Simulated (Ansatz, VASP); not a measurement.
**One calculation of KI, two programs**

```
K I
1.0
    -0.01751    3.49372    3.49372
     3.49372   -0.01751    3.49372
     3.49372    3.49372   -0.01751
K I
1 1
Direct
  0.00000 0.00000 0.00000
  0.50000 0.50000 0.50000
```

Change from the starting cell: equal xy, yz and zx engineering shears of -0.5 %.

Alike in both runs: functional PBEsol; k mesh 6 × 6 × 6; non-collinear spin, spin-orbit coupling.

Ansatz relaxed the structure, and its values are those at the end. VASP's run is a single point on that final structure, the one shown.

```csv
,VASP,Ansatz
version,VASP 6.6.1,Ansatz 0.2.0
potentials or method,"VASP PAW PBE potentials, release 64 (K_sv, I), cutoff 520 eV",all-electron LAPW
occupations,"gaussian, width 0.01 eV",fixed
```

VASP gave:

```
pressure (GPa)           : 0.1
net moment per atom (μB) : 0.00
```

Task: Which values does Ansatz return?

Result: Pressure (GPa): 0.0; net moment per atom (μB): 0.00.

VASP's potentials were made for PBE, not for PBEsol. Ansatz ran all-electron here, and VASP with PAW potentials.
